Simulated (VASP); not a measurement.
# LiF (P6_3mc) in VASP: notebook, part 2 of 2

VASP 6.6.1. The steps go on from the part before.

**4. Single point, LDA (c/a of the conventional cell at fixed volume 1.4146)**

The input, INCAR:

```
SYSTEM = LiF
PREC = Accurate
ENCUT = 520
EDIFF = 1E-6
ISMEAR = 0
SIGMA = 0.05
LREAL = .FALSE.
LASPH = .TRUE.
NELM = 80
ALGO = Normal
ISIF = 2
LWAVE = .FALSE.
LCHARG = .TRUE.
GGA = CA
LELF = .TRUE.
LVHAR = .TRUE.
NBANDS = 18
```

The input, KPOINTS:

```
regular mesh
0
G
  9 9 6
  0 0 0
```

The input, POSCAR:

```
LiF
1.0
    3.1154738578      0.0000000000      0.0000000000
   -1.5577369289      2.6980795057      0.0000000000
    0.0000000000      0.0000000000      4.4071493192
Li F
2 2
Direct
    0.3333333333      0.6666666667      0.4307693551
    0.6666666667      0.3333333333      0.9307693551
    0.3333333333      0.6666666667      0.9910195924
    0.6666666667      0.3333333333      0.4910195924
```

Potentials or basis: VASP PAW LDA potentials, release 64 (Li_sv, F).

The run is started by

```sh
cat potpaw_LDA.64/Li_sv/POTCAR potpaw_LDA.64/F/POTCAR > POTCAR
mpirun -np 1 vasp_std > vasp.out
```

OUTCAR:

```text
SYSTEM = LiF
   PREC = Accurate
   ENCUT = 520
   EDIFF = 1E-6
   ISMEAR = 0
   LREAL = .FALSE.
   LASPH = .TRUE.
   NELM = 80
   ISIF = 2
   GGA = CA

 ion  position               nearest neighbor table
   1  0.333  0.667  0.431-   4 1.82   4 1.82   4 1.82   3 1.94
   2  0.667  0.333  0.931-   3 1.82   3 1.82   3 1.82   4 1.94
   3  0.333  0.667  0.991-   2 1.82   2 1.82   2 1.82   1 1.94
   4  0.667  0.333  0.491-   1 1.82   1 1.82   1 1.82   2 1.94

  LATTYP: Found a hexagonal cell.
 ALAT       =     3.1154738578
 C/A-ratio  =     1.4146000000

  Lattice vectors:

 A1 = (   3.1154738578,   0.0000000000,   0.0000000000)
 A2 = (  -1.5577369289,   2.6980795057,   0.0000000000)
 A3 = (   0.0000000000,   0.0000000000,   4.4071493192)

Analysis of symmetry for initial positions (statically):
=====================================================================
 Subroutine PRICEL returns:
 Original cell was already a primitive cell.

 Routine SETGRP: Setting up the symmetry group for a
 hexagonal supercell.

 Subroutine GETGRP returns: Found 12 space group operations
 (whereof  6 operations were pure point group operations)
 out of a pool of 24 trial point group operations.

The static configuration has the point symmetry C_3v.
 The point group associated with its full space group is C_6v.

Analysis of symmetry for dynamics (positions and initial velocities):
=====================================================================
 Subroutine PRICEL returns:
 Original cell was already a primitive cell.

 Routine SETGRP: Setting up the symmetry group for a
 hexagonal supercell.

 Subroutine GETGRP returns: Found 12 space group operations
 (whereof  6 operations were pure point group operations)
 out of a pool of 24 trial point group operations.

The dynamic configuration has the point symmetry C_3v.
 The point group associated with its full space group is C_6v.

 Subroutine INISYM returns: Found 12 space group operations
 (whereof  6 operations are pure point group operations),
 and found     1 'primitive' translations

----------------------------------------------------------------------------------------

                                     Primitive cell

  volume of cell :      37.0456

  direct lattice vectors                    reciprocal lattice vectors
     3.115473858  0.000000000  0.000000000     0.320978460  0.185317000  0.000000000
    -1.557736929  2.698079506  0.000000000     0.000000000  0.370634000  0.000000000
     0.000000000  0.000000000  4.407149319     0.000000000  0.000000000  0.226904043

  length of vectors
     3.115473858  3.115473858  4.407149319     0.370634000  0.370634000  0.226904043

  position of ions in fractional coordinates (direct lattice)
     0.333333333  0.666666667  0.430769355
     0.666666667  0.333333333  0.930769355
     0.333333333  0.666666667  0.991019592
     0.666666667  0.333333333  0.491019592

  ion indices of the primitive-cell ions
   primitive index   ion index
                 1           1
                 2           2
                 3           3
                 4           4

----------------------------------------------------------------------------------------

[... 26 lines left out ...]
  0.000000  0.000000  0.000000      1.000000
  0.111111  0.000000  0.000000      6.000000
  0.222222  0.000000  0.000000      6.000000
  0.333333  0.000000  0.000000      6.000000
  0.444444  0.000000  0.000000      6.000000
  0.111111  0.111111  0.000000      6.000000
[... 16 lines left out ...]
  0.333333  0.222222  0.166667     24.000000
  0.333333  0.333333  0.166667      4.000000
 [... further k-points ...]
   k-points           NKPTS =     48   k-points in BZ     NKDIM =     48   number of bands    NBANDS=     18
   number of dos      NEDOS =    301   number of ions     NIONS =      4
   total plane-waves  NPLWV =  20736
   dimension x,y,z NGX =    24 NGY =   24 NGZ =   36
   dimension x,y,z NGXF=    48 NGYF=   48 NGZF=   72
   ions per type =               2   2
   NGX,Y,Z   is equivalent  to a cutoff of  12.81, 12.81, 13.58 a.u.
   NGXF,Y,Z  is equivalent  to a cutoff of  25.61, 25.61, 27.16 a.u.
 SYSTEM =  LiF
   PREC   = accura    normal or accurate (medium, high low for compatibility)
   ISTART =      0    job   : 0-new  1-cont  2-samecut
   ICHARG =      2    charge: 1-file 2-atom 10-const
   ISPIN  =      1    spin polarized calculation?
   LNONCOLLINEAR =      F non collinear calculations
   LSORBIT =      F    spin-orbit coupling
   LASPH  =      T    aspherical Exc in radial PAW
   ENCUT  =  520.0 eV  38.22 Ry    6.18 a.u.   5.79  5.79  8.19*2*pi/ulx,y,z
   NELM   =     80;   NELMIN=  2; NELMDL= -5     # of ELM steps
   EDIFF  = 0.1E-05   stopping-criterion for ELM
   LREAL  =      F    real-space projection
   EDIFFG = 0.1E-04   stopping-criterion for IOM
   NSW    =      0    number of steps for IOM
   IBRION =     -1    ionic relax: 0-MD 1-quasi-New 2-CG
   NFREE  =      0    steps in history (QN), initial steepest desc. (CG)
   ISIF   =      2    stress and relaxation
   ISYM   =      2    0-nonsym 1-usesym 2-fastsym
   POTIM  = 0.5000    time-step for ionic-motion
   TEBEG  =    0.0;   TEEND  =   0.0 temperature during run
   PSTRESS=    0.0 pullay stress
   NELECT =      20.0000    total number of electrons
   NUPDOWN=      -1.0000    fix difference up-down
   EMIN   =  10.00;   EMAX   =-10.00  energy-range for DOS
   EFERMI =   0.00;   METHOD = LEGACY
   ISMEAR =     0;   SIGMA  =   0.05  broadening in eV -4-tet -1-fermi 0-gaus
   EFERMI_NEDOS =   21; number of points for ismear=-14 and -15
   IALGO  =     38    algorithm
   IMIX   =      4    mixing-type and parameters
     AMIX     =   0.40;   BMIX     =  1.00
     AMIX_MAG =   1.60;   BMIX_MAG =  1.00
  volume/ion in A,a.u.               =       9.26        62.50
  Fermi-wavevector in a.u.,A,eV,Ry     =   1.333028  2.519058 24.177060  1.776964
  Thomas-Fermi vector in A             =   2.461918
   LORBIT       =      0    0 simple, 1 ext, 2 COOP (PROOUT), +10 PAW based schemes
   GGA     = CA    functional components
   LHFCALC =     F    Hartree Fock is set to
   AEXX    =    0.0000 exact exchange contribution
   IVDW    =     0    specifies the selected vdW correction
   LEPSILON=     F    determine dielectric tensor
   LRPA    =     F    only Hartree local field effects (RPA)
 non-spin polarized calculation
 Gauss-broadening in eV      SIGMA  =   0.05
  energy-cutoff  :      520.00
  volume of cell :       37.05
 maximum number of plane-waves:      1012
 NGX is ok and might be reduce to    24
   NGX = 11   NGY = 11   NGZ = 17

 number of electron      19.9999975 magnetization

 Free energy of the ion-electron system (eV)
  ---------------------------------------------------
  ext. energy  EPLUGINS =         0.00000000
  ---------------------------------------------------
  free energy    TOTEN  =       -20.79562088 eV

  energy without entropy =      -20.79562088  energy(sigma->0) =      -20.79562088

 E-fermi :  -1.7610     XC(G=0):  -9.8792

 val. band max:       -2.0859172069   @ k =   0.0000   0.0000   0.0000
 cond. band min:       5.4699420801   @ k =   0.0000   0.0000   0.0000
 fundamental gap:      7.5558592869
 Fermi energy:        -1.7610376978

 k-point     1 :       0.0000    0.0000    0.0000
  band No.  band energies     occupation
      1     -41.6354      2.00000
      2     -41.5615      2.00000
      3     -21.5479      2.00000
      4     -21.0535      2.00000
      5      -5.0356      2.00000
      6      -3.1698      2.00000
[... 481 lines left out ...]
      5      -4.8012      2.00000
      6      -3.6806      2.00000
[... 10 lines left out ...]
     17      16.3967      0.00000
     18      18.8792      0.00000

 [... further k-points ...]

------------------------ aborting loop because EDIFF is reached ----------------------------------------

  FORCE on cell =-STRESS in cart. coord.  units (eV):
  Direction    XX          YY          ZZ          XY          YZ          ZX
  --------------------------------------------------------------------------------------
  -------------------------------------------------------------------------------------
  Total       -0.0627423     -0.0627423     -0.8783039      0.0000000      0.0000000      0.0000000
  in kB       -2.7135266     -2.7135266    -37.9855808      0.0000000      0.0000000      0.0000000
  external PRESSURE =     -14.4708780 kB  Pullay stress =       0.0000000 kB

 VOLUME and BASIS-vectors are now :
 -----------------------------------------------------------------------------
  energy-cutoff  :      520.00
  volume of cell :       37.05
      direct lattice vectors                 reciprocal lattice vectors
     3.115473858  0.000000000  0.000000000     0.320978460  0.185317000  0.000000000
    -1.557736929  2.698079506  0.000000000     0.000000000  0.370634000  0.000000000
     0.000000000  0.000000000  4.407149319     0.000000000  0.000000000  0.226904043

 POSITION                                       TOTAL-FORCE (eV/Angst)
 -----------------------------------------------------------------------------------
     -0.00000      1.79872      1.89846         0.000000      0.000000     -0.116316
      1.55774      0.89936      4.10204        -0.000000      0.000000     -0.116316
     -0.00000      1.79872      4.36757        -0.000000      0.000000      0.116316
      1.55774      0.89936      2.16400         0.000000     -0.000000      0.116316
 -----------------------------------------------------------------------------------
    total drift:                               -0.000001     -0.000001      0.000327

  FREE ENERGIE OF THE ION-ELECTRON SYSTEM (eV)
  ---------------------------------------------------
  free  energy   TOTEN  =       -20.7956208815 eV

  energy  without entropy=      -20.7956208815  energy(sigma->0) =      -20.79562088
```

stdout:

```text
POSCAR found type information on POSCAR LiF
 POSCAR found :  2 types and       4 ions
 scaLAPACK will be used
 LDA part: xc-table for (Slater(with rela. corr.)+CA(PZ))
 , standard interpolation
 POSCAR, INCAR and KPOINTS ok, starting setup
 FFT: planning ... GRIDC
 FFT: planning ... GRID_SOFT
 FFT: planning ... GRID
 WAVECAR not read
 entering main loop
```

It used 37 s of CPU time on 1 thread of AMD EPYC 7R13 Processor (Zen 3), with other jobs on the host.

Results:

```yaml
Free_energy: -20.7956 eV
Largest_force: 0.116 eV/Å
Band_gap_on_the_k_mesh: 7.56 eV, direct
```

Forces in eV/Å, atoms in the order of the input:
```
Li   0.000  0.000 -0.116
Li   0.000  0.000 -0.116
F    0.000  0.000  0.116
F    0.000  0.000  0.116
```

Caveat: the cutoff is under 1.25 times the usual one of these potentials, so pressure, stress and relaxed cells hold a basis-set (Pulay) error. A k mesh can miss the band edges.

**5. Overview**

```csv
cell,gap on the mesh (eV),largest force (eV/Å)
"a = 3.080, b = 3.080, c = 4.509 Å, angles 90.0, 90.0, 120.0°, 4 atoms",7.72,0.09
"a = 3.014, b = 3.014, c = 4.709 Å, angles 90.0, 90.0, 120.0°, 4 atoms",7.79,0.19
"a = 3.115, b = 3.115, c = 4.407 Å, angles 90.0, 90.0, 120.0°, 4 atoms",7.56,0.12
```

Alike in all rows: task single point; level LDA; potentials or basis VASP PAW LDA potentials, release 64 (Li_sv, F); no spin polarisation; k mesh 9 × 9 × 6; cutoff (eV) 520; smearing gaussian 0.05 eV.

Caveats: the cutoff is under 1.25 times the usual one of these potentials, so pressure, stress and relaxed cells hold a basis-set (Pulay) error.

Absolute energies hang on the potentials; compare differences alone.
